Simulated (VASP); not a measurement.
# TiAl3 (Pm-3m) in VASP: notebook

TiAl3 is run at these levels: LDA; tasks: single point.

All numbers are computed with VASP 6.6.1; they aren't measurements. Logs are shortened: lines on timing, memory, paths and dates and some standing lists are left out, and cuts for length are marked.

## Step 1: The cell of the first run

The structure is cubic, space group Pm-3m (No. 221). Conventional cell: a = 3.956 Å, b = 3.956 Å, c = 3.956 Å, α = 90.00°, β = 90.00°, γ = 90.00°. Within 3.7 Å of Ti (site symmetry m-3m) lie 12 Al at 2.80 Å. Al (site symmetry 4/mmm) has 4 Ti at 2.80 Å and 8 Al at 2.80 Å within 3.7 Å.

## Step 2: Single point, LDA

The input, INCAR:

```
  PREC = Accurate
  ENCUT = 500
  EDIFF = 1E-6
  ISMEAR = 0
  SIGMA = 0.05
  LREAL = False
  LASPH = True
  NELM = 120
  ALGO = Normal
  ISIF = 2
  LWAVE = False
  LCHARG = False
  GGA = CA
  NBANDS = 18
  GGA_COMPAT = False
```

The input, KPOINTS:

```
Automatic mesh
0
Gamma
  6 6 6
```

The input, POSCAR:

```
TiAl3
1.0
    3.9556710000      0.0000000000      0.0000000000
    0.0000000000      3.9556710000      0.0000000000
    0.0000000000      0.0000000000      3.9556710000
Ti Al
1 3
Direct
    0.0000000000      0.0000000000      0.0000000000
    0.5000000000      0.5000000000      0.0000000000
    0.5000000000      0.0000000000      0.5000000000
    0.0000000000      0.5000000000      0.5000000000
```

Potentials or basis: VASP PAW LDA potentials, release 64 (Ti_sv, Al).

Command:

```
> cat potpaw_LDA.64/Ti_sv/POTCAR potpaw_LDA.64/Al/POTCAR > POTCAR
> mpirun -np 1 vasp_std > vasp.out
```

OUTCAR:

```text
PREC = Accurate
   ENCUT = 500
   EDIFF = 1E-6
   ISMEAR = 0
   LREAL = False
   LASPH = True
   NELM = 120
   ISIF = 2
   GGA = CA

 ion  position               nearest neighbor table
   1  0.000  0.000  0.000-   2 2.80   3 2.80   4 2.80   3 2.80   4 2.80   2 2.80   4 2.80   4 2.80
                             2 2.80   3 2.80   3 2.80   2 2.80
   2  0.500  0.500  0.000-   1 2.80   3 2.80   4 2.80   3 2.80   4 2.80   1 2.80   3 2.80   3 2.80
                             1 2.80   4 2.80   4 2.80   1 2.80
   3  0.500  0.000  0.500-   1 2.80   2 2.80   4 2.80   1 2.80   2 2.80   2 2.80   4 2.80   2 2.80
                             1 2.80   4 2.80   1 2.80   4 2.80
   4  0.000  0.500  0.500-   1 2.80   2 2.80   3 2.80   1 2.80   2 2.80   1 2.80   3 2.80   1 2.80
                             2 2.80   3 2.80   2 2.80   3 2.80

  LATTYP: Found a simple cubic cell.
 ALAT       =     3.9556710000

  Lattice vectors:

 A1 = (   3.9556710000,   0.0000000000,   0.0000000000)
 A2 = (   0.0000000000,   3.9556710000,   0.0000000000)
 A3 = (   0.0000000000,   0.0000000000,   3.9556710000)

Analysis of symmetry for initial positions (statically):
=====================================================================
 Subroutine PRICEL returns:
 Original cell was already a primitive cell.

 Routine SETGRP: Setting up the symmetry group for a
 simple cubic supercell.

 Subroutine GETGRP returns: Found 48 space group operations
 (whereof 48 operations were pure point group operations)
 out of a pool of 48 trial point group operations.

The static configuration has the point symmetry O_h .

Analysis of symmetry for dynamics (positions and initial velocities):
=====================================================================
 Subroutine PRICEL returns:
 Original cell was already a primitive cell.

 Routine SETGRP: Setting up the symmetry group for a
 simple cubic supercell.

 Subroutine GETGRP returns: Found 48 space group operations
 (whereof 48 operations were pure point group operations)
 out of a pool of 48 trial point group operations.

The dynamic configuration has the point symmetry O_h .

 Subroutine INISYM returns: Found 48 space group operations
 (whereof 48 operations are pure point group operations),
 and found     1 'primitive' translations

----------------------------------------------------------------------------------------
[... 91 lines left out ...]
   NELM   =    120;   NELMIN=  2; NELMDL= -5     # of ELM steps
   EDIFF  = 0.1E-05   stopping-criterion for ELM
   LREAL  =      F    real-space projection
   EDIFFG = 0.1E-04   stopping-criterion for IOM
   NSW    =      0    number of steps for IOM
   IBRION =     -1    ionic relax: 0-MD 1-quasi-New 2-CG
   NFREE  =      0    steps in history (QN), initial steepest desc. (CG)
   ISIF   =      2    stress and relaxation
   ISYM   =      2    0-nonsym 1-usesym 2-fastsym
   POTIM  = 0.5000    time-step for ionic-motion
   TEBEG  =    0.0;   TEEND  =   0.0 temperature during run
   PSTRESS=    0.0 pullay stress
   NELECT =      21.0000    total number of electrons
   NUPDOWN=      -1.0000    fix difference up-down
   EMIN   =  10.00;   EMAX   =-10.00  energy-range for DOS
   EFERMI =   0.00;   METHOD = LEGACY
   ISMEAR =     0;   SIGMA  =   0.05  broadening in eV -4-tet -1-fermi 0-gaus
   EFERMI_NEDOS =   21; number of points for ismear=-14 and -15
   IALGO  =     38    algorithm
   IMIX   =      4    mixing-type and parameters
     AMIX     =   0.40;   BMIX     =  1.00
     AMIX_MAG =   1.60;   BMIX_MAG =  1.00
  volume/ion in A,a.u.               =      15.47       104.42
  Fermi-wavevector in a.u.,A,eV,Ry     =   1.141812  2.157711 17.738373  1.303734
  Thomas-Fermi vector in A             =   2.278511
   LORBIT       =      0    0 simple, 1 ext, 2 COOP (PROOUT), +10 PAW based schemes
   GGA     = CA    functional components
   LHFCALC =     F    Hartree Fock is set to
   AEXX    =    0.0000 exact exchange contribution
   IVDW    =     0    specifies the selected vdW correction
   LEPSILON=     F    determine dielectric tensor
   LRPA    =     F    only Hartree local field effects (RPA)
 non-spin polarized calculation
 Gauss-broadening in eV      SIGMA  =   0.05
  energy-cutoff  :      500.00
  volume of cell :       61.90
 maximum number of plane-waves:      1596
 NGX is ok and might be reduce to    30
   NGX = 15   NGY = 15   NGZ = 15

 number of electron      20.9999997 magnetization

 Free energy of the ion-electron system (eV)
  ---------------------------------------------------
  ext. energy  EPLUGINS =         0.00000000
  ---------------------------------------------------
  free energy    TOTEN  =       -22.69818237 eV

  energy without entropy =      -22.69642841  energy(sigma->0) =      -22.69730539

 E-fermi :   8.8183     XC(G=0): -11.0246

 val. band max:        8.8169983693   @ k =   0.3333   0.3333   0.0000
 cond. band min:       8.9270078307   @ k =   0.3333   0.3333   0.1667
 fundamental gap:      0.1100094614
 Fermi energy:         8.8182598148

 k-point     1 :       0.0000    0.0000    0.0000
  band No.  band energies     occupation
      1     -47.3859      2.00000
      2     -24.0746      2.00000
      3     -24.0746      2.00000
      4     -24.0746      2.00000
      5      -1.8898      2.00000
      6       5.7808      2.00000
[... 397 lines left out ...]
      5       3.7248      2.00000
      6       3.7248      2.00000
[... 10 lines left out ...]
     17      11.6384      0.00000
     18      20.5337      0.00000

------------------------ aborting loop because EDIFF is reached ----------------------------------------

  FORCE on cell =-STRESS in cart. coord.  units (eV):
  Direction    XX          YY          ZZ          XY          YZ          ZX
  --------------------------------------------------------------------------------------
  -------------------------------------------------------------------------------------
  Total       -1.3567590     -1.3567590     -1.3567590     -0.0000000     -0.0000000      0.0000000
  in kB      -35.1198614    -35.1198614    -35.1198614     -0.0000000     -0.0000000      0.0000000
  external PRESSURE =     -35.1198614 kB  Pullay stress =       0.0000000 kB

 VOLUME and BASIS-vectors are now :
 -----------------------------------------------------------------------------
  energy-cutoff  :      500.00
  volume of cell :       61.90
      direct lattice vectors                 reciprocal lattice vectors
     3.955671000  0.000000000  0.000000000     0.252801611  0.000000000  0.000000000
     0.000000000  3.955671000  0.000000000     0.000000000  0.252801611  0.000000000
     0.000000000  0.000000000  3.955671000     0.000000000  0.000000000  0.252801611

 POSITION                                       TOTAL-FORCE (eV/Angst)
 -----------------------------------------------------------------------------------
      0.00000      0.00000      0.00000         0.000000      0.000000      0.000000
      1.97784      1.97784      0.00000         0.000000      0.000000      0.000000
      1.97784      0.00000      1.97784         0.000000      0.000000      0.000000
      0.00000      1.97784      1.97784         0.000000      0.000000      0.000000
 -----------------------------------------------------------------------------------
    total drift:                                0.000000     -0.000000      0.000000

  FREE ENERGIE OF THE ION-ELECTRON SYSTEM (eV)
  ---------------------------------------------------
  free  energy   TOTEN  =       -22.6981823676 eV

  energy  without entropy=      -22.6964284065  energy(sigma->0) =      -22.69730539
```

stdout:

```text
POSCAR found type information on POSCAR TiAl
 POSCAR found :  2 types and       4 ions
 scaLAPACK will be used
 LDA part: xc-table for (Slater(with rela. corr.)+CA(PZ))
 , standard interpolation
 POSCAR, INCAR and KPOINTS ok, starting setup
 FFT: planning ... GRIDC
 FFT: planning ... GRID_SOFT
 FFT: planning ... GRID
 WAVECAR not read
 entering main loop
```

Wall time 14 s (1 thread of Intel Xeon Platinum 8488C (Sapphire Rapids), shared host); peak memory 0.15 GiB.

What came out:

| Item | Value |
| --- | --- |
| Free energy | -22.6982 eV |
| Pressure | -3.5 GPa |

## Step 3: Single point, LDA

The input, INCAR:

```
SYSTEM = TiAl3
ALGO = Normal
EDIFF = 1E-6
ENCUT = 500
GGA_COMPAT = .False.
ISIF = 2
ISMEAR = 0
LASPH = .True.
LCHARG = .True.
LELF = .True.
LREAL = .False.
LVHAR = .True.
LWAVE = .False.
NBANDS = 18
NELM = 120
PREC = Accurate
SIGMA = 0.05
```

The input, KPOINTS:

```
k-points
0
Gamma
  6 6 6
  0 0 0
```

POSCAR is that of step 2.

Potentials or basis: VASP PAW LDA potentials, release 64 (Ti_sv, Al).

Command:

```
> cat potpaw_LDA.64/Ti_sv/POTCAR potpaw_LDA.64/Al/POTCAR > POTCAR
> mpirun -np 1 vasp_std > vasp.out
```

Wall time 15 s (1 thread of Intel Xeon Platinum 8488C (Sapphire Rapids), shared host); peak memory 0.15 GiB.

The run converged. Its results:

```
Free energy : -22.6982 eV
Pressure    : -3.5 GPa
```

Levels at points of the mesh, in eV from the Fermi level:
| k point | band 8 | band 9 | band 10 | band 11 | band 12 | band 13 |
| --- | --- | --- | --- | --- | --- | --- |
| (0.00, 0.00, 0.00) | -2.06 | -2.06 | -2.06 | 0.21 | 0.21 | 0.21 |
| (0.50, 0.00, 0.00) | -2.19 | -2.12 | 0.45 | 0.84 | 0.84 | 0.96 |
| (0.50, 0.50, 0.00) | -4.92 | -1.20 | -1.20 | 0.69 | 0.90 | 1.15 |
| (0.50, 0.50, 0.50) | -4.87 | -3.37 | -3.37 | -3.37 | 0.30 | 1.21 |
